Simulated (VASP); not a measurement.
# CdSe (Fm-3m) in VASP: a series of runs, part 2 of 2

VASP 6.6.1.

### Step 3. Relaxation of cell and atoms, BLYP+D3(BJ)

Contents of INCAR:

```
SYSTEM = CdSe
PREC = Accurate
ENCUT = 600
EDIFF = 1E-6
ISMEAR = -1
SIGMA = 0.05
LREAL = .FALSE.
LASPH = .TRUE.
NELM = 80
ALGO = Normal
ISIF = 3
LWAVE = .FALSE.
LCHARG = .FALSE.
GGA = B5
ALDAX = 1.0
AGGAX = 1.0
AGGAC = 1.0
ALDAC = 0.0
IVDW = 12
VDW_S6 = 1.0
VDW_S8 = 2.6996
VDW_A1 = 0.4298
VDW_A2 = 4.2359
IBRION = 2
NSW = 60
EDIFFG = -0.01
```

Contents of KPOINTS:

```
regular mesh
0
G
  8 8 8
  0 0 0
```

Contents of POSCAR:

```
CdSe
1.0
    0.0000000000      2.8739580000      2.8739580000
    2.8739580000      0.0000000000      2.8739580000
    2.8739580000      2.8739580000      0.0000000000
Cd Se
1 1
Direct
    0.0000000000      0.0000000000      0.0000000000
    0.5000000000      0.5000000000      0.5000000000
```

Potentials or basis: VASP PAW PBE potentials, release 64 (Cd, Se).

The run is started by

```
> cat potpaw_PBE.64/Cd/POTCAR potpaw_PBE.64/Se/POTCAR > POTCAR
> mpirun -np 1 vasp_std > vasp.out
```

OUTCAR:

```text
SYSTEM = CdSe
   PREC = Accurate
   ENCUT = 600
   EDIFF = 1E-6
   ISMEAR = -1
   LREAL = .FALSE.
   LASPH = .TRUE.
   NELM = 80
   ISIF = 3
   GGA = B5
   IVDW = 12
   IBRION = 2
   NSW = 60
   EDIFFG = -0.01
 IVDW          = 12

 ion  position               nearest neighbor table
   1  0.000  0.000  0.000-   2 2.87   2 2.87   2 2.87   2 2.87   2 2.87   2 2.87
   2  0.500  0.500  0.500-   1 2.87   1 2.87   1 2.87   1 2.87   1 2.87   1 2.87

  LATTYP: Found a face centered cubic cell.
 ALAT       =     5.7479160000

  Lattice vectors:

 A1 = (   0.0000000000,   2.8739580000,   2.8739580000)
 A2 = (   2.8739580000,   0.0000000000,   2.8739580000)
 A3 = (   2.8739580000,   2.8739580000,   0.0000000000)

Analysis of symmetry for initial positions (statically):
=====================================================================
 Subroutine PRICEL returns:
 Original cell was already a primitive cell.

 Routine SETGRP: Setting up the symmetry group for a
[... 255 lines left out ...]

  energy without entropy =       -4.00642871  energy(sigma->0) =       -4.00772566

 E-fermi :   3.0852     XC(G=0):  -9.5654

 val. band max:        2.9714672936   @ k =  -0.2500   0.1250   0.0000
 cond. band min:       3.1837042414   @ k =   0.0000   0.0000   0.0000
 fundamental gap:      0.2122369477
 Fermi energy:         3.0851632411

 k-point     1 :       0.0000    0.0000    0.0000
  band No.  band energies     occupation
      1     -10.0934      2.00000
      2      -5.0911      2.00000
      3      -5.0911      2.00000
      4      -5.0731      2.00000
      5      -5.0731      2.00000
      6      -5.0731      2.00000
      7       2.3253      2.00000
      8       2.3253      2.00000
      9       2.3253      2.00000
     10       3.1837      0.24460
     11      11.8916      0.00000
     12      11.8916      0.00000
     13      11.8916      0.00000
[... 354 lines left out ...]
  band No.  band energies     occupation
      1      -9.1572      2.00000
      2      -5.2617      2.00000
      3      -5.1269      2.00000
      4      -5.1041      2.00000
      5      -4.9168      2.00000
      6      -4.8479      2.00000
      7      -1.6450      2.00000
      8       1.0747      2.00000
      9       1.9448      2.00000
     10       6.3174      0.00000
     11       7.7235      0.00000
     12       9.9788      0.00000
     13      11.0190      0.00000

 [... further k-points ...]

------------------------ aborting loop because EDIFF is reached ----------------------------------------

 Edisp (eV)   -1.82353

 E8    (eV) :    -1.3345
[... 25 lines left out ...]
  FREE ENERGIE OF THE ION-ELECTRON SYSTEM (eV)
  ---------------------------------------------------
  free  energy   TOTEN  =        -5.8325538073 eV

  energy  without entropy=       -5.8299599139  energy(sigma->0) =       -5.83125686

 reached required accuracy - stopping structural energy minimisation
```

It took 1.8 min on 1 thread of Intel Xeon Platinum 8259CL at 2.50GHz (Skylake/Cascade Lake), shared host; peak memory 0.2 GiB.

Results:

| Item | Value |
| --- | --- |
| Free energy | -5.8326 eV |
| Relaxed volume | 22.97 Å³/atom |
| Relaxed cell | a = 4.020 Å, b = 4.020 Å, c = 4.020 Å, α = 60.00°, β = 60.00°, γ = 60.00° |
| Space group after relaxing (to 0.05 Å) | Fm-3m (No. 225) |
| Energy gained by relaxing | 5.1 meV/atom |
| Ionic steps | 3 |
| Pressure after relaxing | 0.0 GPa |
| Band gap on the k mesh | zero (band 9 reaches 2.97 eV, above the bottom of band 10 at 2.45 eV) |
| Dispersion energy per atom | -0.912 eV |

The path:
| step | energy change (eV) | largest force (eV/Å) | pressure (GPa) | volume (Å³) |
| --- | --- | --- | --- | --- |
| 1 | 0.0000 | 0.0000 | -2.05 | 47.48 |
| 2 | -0.0089 | 0.0000 | 0.75 | 45.42 |
| 3 | -0.0101 | 0.0000 | 0.01 | 45.93 |

Final structure:
```
CELL_PARAMETERS angstrom
0.00000 2.84250 2.84250
2.84250 0.00000 2.84250
2.84250 2.84250 0.00000
ATOMIC_POSITIONS crystal
Cd 0.00000 0.00000 0.00000
Se 0.50000 0.50000 0.50000
```

Caveat: the PAW data sets were made with another functional, which shifts forces and pressure a little; pairwise dispersion overbinds metals, which lowers pressure and volume.
